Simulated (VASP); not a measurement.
Here is a VASP 6.6.1 calculation.

File INCAR:

```
SYSTEM = ZnRe
ALGO = Normal ; EDIFF = 1E-6
ENCUT = 520 ; GGA = PS
ISIF = 2 ; ISMEAR = 0
LASPH = .True. ; LCHARG = .True.
LELF = .True. ; LREAL = .False.
LVHAR = .True. ; LWAVE = .False.
NBANDS = 16 ; NELM = 100
PREC = Accurate ; SIGMA = 0.15
```

The input KPOINTS:

```
k-points
0
Gamma
  21 21 10
  0 0 0
```

POSCAR

```
ZnRe
1.0
    2.7482183437      0.0000000000      0.0000000000
   -1.3741091718      2.3800269008      0.0000000000
    0.0000000000      0.0000000000      4.4940660000
Zn Re
1 1
Direct
    0.0000000000      0.0000000000      0.0000000000
    0.3697205441      0.7030538774      0.5000000000
```

Potentials or basis: VASP PAW PBE potentials, release 64 (Zn, Re).

Launch:

```sh
$ cat potpaw_PBE.64/Zn/POTCAR potpaw_PBE.64/Re/POTCAR > POTCAR
$ mpirun -np 1 vasp_std > vasp.out
```

(1) Predict the pressure.

(2) What does it give for the largest force?

Results:

(1) -9.0 GPa.

(2) 0.173 eV/Å.

Caveat: the cell differs from its parent crystal (all Re atoms moved -0.100 Å, as atom 2 towards its neighbour atom 2 (Re) at 2.748 Å); the PAW data sets were made with another functional, which shifts forces and pressure a little.
